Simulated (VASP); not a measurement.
# TlH5 (P6/mmm) in VASP: further runs

TlH5 is run at these levels: PBE; tasks: single point, relaxation of cell and atoms.

Program: VASP 6.6.1. These are calculated values, not measurements. Logs are shortened: lines on timing, memory, paths and dates and some standing lists are left out, and cuts for length are marked.

**1. The cell of the first run**

It takes space group P6/mmm (No. 191, hexagonal). The conventional cell has a = 3.072 Å, b = 3.072 Å, c = 6.855 Å, α = 90.00°, β = 90.00°, γ = 120.00°. Within 2.3 Å of Tl (site symmetry 6/mmm) lie 2 H at 1.69 Å. Within 2.3 Å of H (site symmetry 6mm) lie 1 Tl at 1.69 Å. H (site symmetry mmm) has 4 H at 1.54 Å within 2.0 Å.

**2. Single point, PBE**

The input, INCAR:

```
SYSTEM = TlH5
PREC = Accurate
ENCUT = 520
EDIFF = 1E-6
ISMEAR = 0
SIGMA = 0.1
LREAL = .False.
LASPH = .True.
NELM = 80
ALGO = Normal
ISIF = 2
LWAVE = .False.
LCHARG = .True.
GGA = PE
LELF = .True.
LVHAR = .True.
NBANDS = 18
```

The input, KPOINTS:

```
Automatic mesh
0
Gamma
  6 6 4
  0 0 0
```

The input, POSCAR:

```
TlH5
1.0
    3.0723817029      0.0000000000      0.0000000000
   -1.5361908514      2.6607606048      0.0000000000
    0.0000000000      0.0000000000      6.8546420033
Tl H
1 5
Direct
    0.0000000000      0.0000000000      0.5000000000
    0.0000000000      0.0000000000      0.2527238554
    0.0000000000      0.0000000000      0.7472761446
    0.5000000000      0.0000000000      0.0000000000
    0.0000000000      0.5000000000      0.0000000000
    0.5000000000      0.5000000000      0.0000000000
```

Potentials or basis: VASP PAW PBE potentials, release 64 (Tl_d, H).

Command:

```console
$ cat potpaw_PBE.64/Tl_d/POTCAR potpaw_PBE.64/H/POTCAR > POTCAR
$ mpirun -np 1 vasp_std > vasp.out
```

OUTCAR:

```text
SYSTEM = TlH5
   PREC = Accurate
   ENCUT = 520
   EDIFF = 1E-6
   ISMEAR = 0
   LREAL = .False.
   LASPH = .True.
   NELM = 80
   ISIF = 2
   GGA = PE

 ion  position               nearest neighbor table
   1  0.000  0.000  0.500-   2 1.69   3 1.69
   2  0.000  0.000  0.253-   1 1.69
   3  0.000  0.000  0.747-   1 1.69
   4  0.500  0.000  0.000-
   5  0.000  0.500  0.000-
   6  0.500  0.500  0.000-

  LATTYP: Found a hexagonal cell.
 ALAT       =     3.0723817029
 C/A-ratio  =     2.2310515639

  Lattice vectors:

 A1 = (   3.0723817029,   0.0000000000,   0.0000000000)
 A2 = (  -1.5361908514,   2.6607606048,   0.0000000000)
 A3 = (   0.0000000000,   0.0000000000,   6.8546420033)

Analysis of symmetry for initial positions (statically):
=====================================================================
 Subroutine PRICEL returns:
 Original cell was already a primitive cell.

 Routine SETGRP: Setting up the symmetry group for a
 hexagonal supercell.

 Subroutine GETGRP returns: Found 24 space group operations
 (whereof 24 operations were pure point group operations)
 out of a pool of 24 trial point group operations.

The static configuration has the point symmetry D_6h.

Analysis of symmetry for dynamics (positions and initial velocities):
=====================================================================
 Subroutine PRICEL returns:
 Original cell was already a primitive cell.

 Routine SETGRP: Setting up the symmetry group for a
 hexagonal supercell.

 Subroutine GETGRP returns: Found 24 space group operations
 (whereof 24 operations were pure point group operations)
 out of a pool of 24 trial point group operations.

The dynamic configuration has the point symmetry D_6h.

 Subroutine INISYM returns: Found 24 space group operations
 (whereof 24 operations are pure point group operations),
 and found     1 'primitive' translations

----------------------------------------------------------------------------------------

                                     Primitive cell

  volume of cell :      56.0358

  direct lattice vectors                    reciprocal lattice vectors
     3.072381703  0.000000000  0.000000000     0.325480392  0.187916192  0.000000000
    -1.536190851  2.660760605  0.000000000     0.000000000  0.375832383  0.000000000
     0.000000000  0.000000000  6.854642003     0.000000000  0.000000000  0.145886539

  length of vectors
     3.072381703  3.072381703  6.854642003     0.375832383  0.375832383  0.145886539

  position of ions in fractional coordinates (direct lattice)
     0.000000000  0.000000000  0.500000000
     0.000000000  0.000000000  0.252723855
     0.000000000  0.000000000  0.747276145
     0.500000000  0.000000000  0.000000000
     1.000000000  0.500000000  0.000000000
     0.500000000  0.500000000  0.000000000

  ion indices of the primitive-cell ions
   primitive index   ion index
                 1           1
                 2           2
                 3           3
                 4           4
                 5           5
                 6           6

----------------------------------------------------------------------------------------

 KPOINTS: Automatic mesh

Automatic generation of k-mesh.
 Grid dimensions read from file:
 generate k-points for:    6    6    4

 Generating k-lattice:

  Cartesian coordinates                     Fractional coordinates (reciprocal lattice)
     0.054246732  0.031319365  0.000000000     0.166666667 -0.000000000  0.000000000
     0.000000000  0.062638731  0.000000000     0.000000000  0.166666667  0.000000000
     0.000000000  0.000000000  0.036471635     0.000000000  0.000000000  0.250000000

  Length of vectors
     0.062638731  0.062638731  0.036471635

  Shift w.r.t. Gamma in fractional coordinates (k-lattice)
     0.000000000  0.000000000  0.000000000

 Subroutine IBZKPT returns following result:
 ===========================================

 Found     21 irreducible k-points:

 Following reciprocal coordinates:
            Coordinates               Weight
  0.000000  0.000000  0.000000      1.000000
  0.166667 -0.000000  0.000000      6.000000
  0.333333 -0.000000  0.000000      6.000000
  0.500000 -0.000000  0.000000      3.000000
  0.166667  0.166667  0.000000      6.000000
  0.333333  0.166667  0.000000     12.000000
[... 13 lines left out ...]
  0.333333  0.166667  0.500000     12.000000
  0.333333  0.333333  0.500000      2.000000
   k-points           NKPTS =     21   k-points in BZ     NKDIM =     21   number of bands    NBANDS=     18
   number of dos      NEDOS =    301   number of ions     NIONS =      6
   total plane-waves  NPLWV =  31104
   dimension x,y,z NGX =    24 NGY =   24 NGZ =   54
   dimension x,y,z NGXF=    48 NGYF=   48 NGZF=  108
   ions per type =               1   5
   NGX,Y,Z   is equivalent  to a cutoff of  12.99, 12.99, 13.10 a.u.
   NGXF,Y,Z  is equivalent  to a cutoff of  25.97, 25.97, 26.19 a.u.
 SYSTEM =  TlH5
   PREC   = accura    normal or accurate (medium, high low for compatibility)
   ISTART =      0    job   : 0-new  1-cont  2-samecut
   ICHARG =      2    charge: 1-file 2-atom 10-const
   ISPIN  =      1    spin polarized calculation?
   LNONCOLLINEAR =      F non collinear calculations
   LSORBIT =      F    spin-orbit coupling
   LASPH  =      T    aspherical Exc in radial PAW
   ENCUT  =  520.0 eV  38.22 Ry    6.18 a.u.   5.71  5.71 12.75*2*pi/ulx,y,z
   NELM   =     80;   NELMIN=  2; NELMDL= -5     # of ELM steps
   EDIFF  = 0.1E-05   stopping-criterion for ELM
   LREAL  =      F    real-space projection
   EDIFFG = 0.1E-04   stopping-criterion for IOM
   NSW    =      0    number of steps for IOM
   IBRION =     -1    ionic relax: 0-MD 1-quasi-New 2-CG
   NFREE  =      0    steps in history (QN), initial steepest desc. (CG)
   ISIF   =      2    stress and relaxation
   ISYM   =      2    0-nonsym 1-usesym 2-fastsym
   POTIM  = 0.5000    time-step for ionic-motion
   TEBEG  =    0.0;   TEEND  =   0.0 temperature during run
   PSTRESS=    0.0 pullay stress
   NELECT =      18.0000    total number of electrons
   NUPDOWN=      -1.0000    fix difference up-down
   EMIN   =  10.00;   EMAX   =-10.00  energy-range for DOS
   EFERMI =   0.00;   METHOD = LEGACY
   ISMEAR =     0;   SIGMA  =   0.10  broadening in eV -4-tet -1-fermi 0-gaus
   EFERMI_NEDOS =   21; number of points for ismear=-14 and -15
   IALGO  =     38    algorithm
   IMIX   =      4    mixing-type and parameters
     AMIX     =   0.40;   BMIX     =  1.00
     AMIX_MAG =   1.60;   BMIX_MAG =  1.00
  volume/ion in A,a.u.               =       9.34        63.02
  Fermi-wavevector in a.u.,A,eV,Ry     =   1.121184  2.118731 17.103267  1.257055
  Thomas-Fermi vector in A             =   2.257836
   LORBIT       =      0    0 simple, 1 ext, 2 COOP (PROOUT), +10 PAW based schemes
   GGA     = PE    functional components
   LHFCALC =     F    Hartree Fock is set to
   AEXX    =    0.0000 exact exchange contribution
   IVDW    =     0    specifies the selected vdW correction
   LEPSILON=     F    determine dielectric tensor
   LRPA    =     F    only Hartree local field effects (RPA)
 non-spin polarized calculation
 Gauss-broadening in eV      SIGMA  =   0.10
  energy-cutoff  :      520.00
  volume of cell :       56.04
 maximum number of plane-waves:      1524
 NGX is ok and might be reduce to    24
   NGX = 11   NGY = 11   NGZ = 25

 number of electron      18.0000001 magnetization

 Free energy of the ion-electron system (eV)
  ---------------------------------------------------
  ext. energy  EPLUGINS =         0.00000000
  ---------------------------------------------------
  free energy    TOTEN  =       -13.96493366 eV

  energy without entropy =      -13.96198855  energy(sigma->0) =      -13.96346111

 E-fermi :   2.6109     XC(G=0):  -9.1670

 val. band max:        2.5424523352   @ k =   0.3333  -0.0000   0.2500
 cond. band min:       3.0661085294   @ k =   0.3333  -0.0000   0.5000
 fundamental gap:      0.5236561942
 Fermi energy:         2.6108634628

 k-point     1 :       0.0000    0.0000    0.0000
  band No.  band energies     occupation
      1     -10.4273      2.00000
      2      -9.4637      2.00000
      3      -9.4637      2.00000
      4      -8.8669      2.00000
      5      -8.8669      2.00000
      6      -8.2069      2.00000
[... 10 lines left out ...]
     17      15.7774      0.00000
     18      17.8000      0.00000

 k-point     2 :       0.1667   -0.0000    0.0000
  band No.  band energies     occupation
      1     -10.2992      2.00000
      2      -9.5576      2.00000
      3      -9.2309      2.00000
      4      -9.0545      2.00000
      5      -8.9028      2.00000
      6      -7.5343      2.00000
[... 10 lines left out ...]
     17      16.3426      0.00000
     18      17.1712      0.00000

 k-point     3 :       0.3333   -0.0000    0.0000
  band No.  band energies     occupation
      1     -10.1659      2.00000
      2      -9.7061      2.00000
      3      -9.3853      2.00000
      4      -8.9738      2.00000
      5      -8.7305      2.00000
      6      -5.4588      2.00000
[... 10 lines left out ...]
     17      14.6225      0.00000
     18      15.5648      0.00000

 k-point     4 :       0.5000   -0.0000    0.0000
  band No.  band energies     occupation
      1     -10.1855      2.00000
      2      -9.7122      2.00000
      3      -9.5338      2.00000
      4      -9.0090      2.00000
      5      -8.4598      2.00000
      6      -2.9620      2.00000
[... 312 lines left out ...]
      4      -9.0089      2.00000
      5      -8.9903      2.00000
      6      -5.8919      2.00000
[... 10 lines left out ...]
     17      15.1750      0.00000
     18      17.2854      0.00000

 k-point    20 :       0.3333    0.1667    0.5000
  band No.  band energies     occupation
      1     -10.0158      2.00000
      2      -9.6145      2.00000
      3      -9.4522      2.00000
      4      -9.1010      2.00000
      5      -8.7607      2.00000
      6      -3.3759      2.00000
[... 10 lines left out ...]
     17      14.8978      0.00000
     18      15.1212      0.00000

 k-point    21 :       0.3333    0.3333    0.5000
  band No.  band energies     occupation
      1      -9.9025      2.00000
      2      -9.3258      2.00000
      3      -9.3258      2.00000
      4      -9.1929      2.00000
      5      -9.1929      2.00000
      6      -2.2758      2.00000
[... 10 lines left out ...]
     17      11.8333      0.00000
     18      16.0449      0.00000

------------------------ aborting loop because EDIFF is reached ----------------------------------------

  FORCE on cell =-STRESS in cart. coord.  units (eV):
  Direction    XX          YY          ZZ          XY          YZ          ZX
  --------------------------------------------------------------------------------------
  -------------------------------------------------------------------------------------
  Total       -0.0537514     -0.0537514     -0.0910230     -0.0000000     -0.0000000      0.0000000
  in kB       -1.5368607     -1.5368607     -2.6025327     -0.0000000     -0.0000000      0.0000000
  external PRESSURE =      -1.8920847 kB  Pullay stress =       0.0000000 kB

 VOLUME and BASIS-vectors are now :
 -----------------------------------------------------------------------------
  energy-cutoff  :      520.00
  volume of cell :       56.04
      direct lattice vectors                 reciprocal lattice vectors
     3.072381703  0.000000000  0.000000000     0.325480392  0.187916192  0.000000000
    -1.536190851  2.660760605  0.000000000     0.000000000  0.375832383  0.000000000
     0.000000000  0.000000000  6.854642003     0.000000000  0.000000000  0.145886539

 POSITION                                       TOTAL-FORCE (eV/Angst)
 -----------------------------------------------------------------------------------
      0.00000      0.00000      3.42732         0.000000      0.000000      0.000000
      0.00000      0.00000      1.73233        -0.000000     -0.000000      0.035594
      0.00000      0.00000      5.12231        -0.000000      0.000000     -0.035594
      1.53619      0.00000      0.00000         0.000000      0.000000      0.000000
     -0.76810      1.33038      0.00000         0.000000      0.000000      0.000000
      0.76810      1.33038      0.00000         0.000000      0.000000      0.000000
 -----------------------------------------------------------------------------------
    total drift:                                0.000000      0.000000      0.000000

  FREE ENERGIE OF THE ION-ELECTRON SYSTEM (eV)
  ---------------------------------------------------
  free  energy   TOTEN  =       -13.9649336578 eV

  energy  without entropy=      -13.9619885537  energy(sigma->0) =      -13.96346111
```

It took 13 s on 1 thread of Intel Xeon Platinum 8488C (Sapphire Rapids), shared host; peak memory 0.18 GiB.

Results:

```yaml
Free_energy: -13.9649 eV
Pressure: -0.2 GPa
Largest_force: 0.036 eV/Å
Band_gap_on_the_k_mesh: zero (band 9 reaches 5.29 eV, above the bottom of band 10 at 0.56 eV)
```

Forces in eV/Å, atoms in the order of the input:
```
Tl   0.000  0.000  0.000
H    0.000  0.000  0.036
H    0.000  0.000 -0.036
H    0.000  0.000  0.000
H    0.000  0.000  0.000
H    0.000  0.000  0.000
```

Levels at points of the mesh, in eV from the Fermi level:
```tsv
k point	band 7	band 8	band 9	band 10	band 11	band 12
(0.00, 0.00, 0.00)	-8.34	-5.62	2.68	6.04	6.81	6.81
(0.50, 0.00, 0.00)	-4.90	-3.40	-2.25	-2.05	4.65	4.95
(0.00, 0.00, 0.50)	-9.11	-4.32	0.49	6.81	6.81	7.60
(0.50, 0.00, 0.50)	-4.83	-4.33	-2.22	-0.95	3.78	5.02
```

Caveat: the k points lie up to 0.39 Å⁻¹ apart; spin-orbit coupling is left out, which moves the levels of the heavy elements.

[end of part 1 of 2]
